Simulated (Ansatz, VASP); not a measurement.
BeS in VASP and in Ansatz

INCAR

```
PREC = Accurate
ENCUT = 520
EDIFF = 1E-7
ISMEAR = 0
SIGMA = 0.05
LREAL = False
LASPH = True
NELM = 100
ALGO = Normal
ISIF = 2
LWAVE = False
LCHARG = True
GGA = PS
LELF = True
LVHAR = True
NBANDS = 11
```

The input KPOINTS:

```
regular mesh
0
Gamma
  10 10 10
```

Contents of POSCAR:

```
BeS
1.0
    0.0000000000      2.3677577096      2.4450203528
    2.4450203528      0.0000000000      2.4450203528
    2.4450203528      2.3677577096      0.0000000000
Be S
1 1
Direct
    0.0000000000      0.0000000000      0.0000000000
    0.7500000000      0.7500000000      0.7500000000
```

Input for Ansatz:

```yaml
crystal:
  lattice:
    - [0.0, 2.3677577096, 2.4450203528]
    - [2.4450203528, 0.0, 2.4450203528]
    - [2.4450203528, 2.3677577096, 0.0]
  atoms:
    - { symbol: Be, position: [0.0, 0.0, 0.0] }
    - { symbol: S, position: [0.75, 0.75, 0.75] }
basis:
  ecutwfc: 520.0
kpoints:
  mp_grid: { grid: [10, 10, 10] }
hamiltonian:
  xc: pbesol
scf:
  occupations: { method: gaussian, width: 0.05 }
output:
  forces: true
  stress: true
  eigenvalues: true
```

Alike in both runs: task single point; functional PBEsol; k mesh 10 × 10 × 10; occupations gaussian, width 0.05 eV; no spin polarisation.

|  | VASP | Ansatz |
| --- | --- | --- |
| version | VASP 6.6.1 | Ansatz 0.2.0 |
| potentials or method | VASP PAW PBE potentials, release 64 (Be, S), cutoff 520 eV | scalar-relativistic, plane waves, PAW |
| valence electrons in the cell | 8 | 8 |

|  | VASP | Ansatz | Ansatz less VASP |
| --- | --- | --- | --- |
| gap on the k mesh at the Fermi level (eV) | 2.64 | 2.64 | -0.003 |
| least direct gap on the mesh (eV) | 5.48 | 5.45 | -0.028 |
| pressure (GPa) | 0.1 | 0.0 | -0.15 |
| traceless stress, the component that is largest in VASP (GPa) | 1.90 | 1.92 | +0.010 |

VASP's potentials were made for PBE, not for PBEsol.
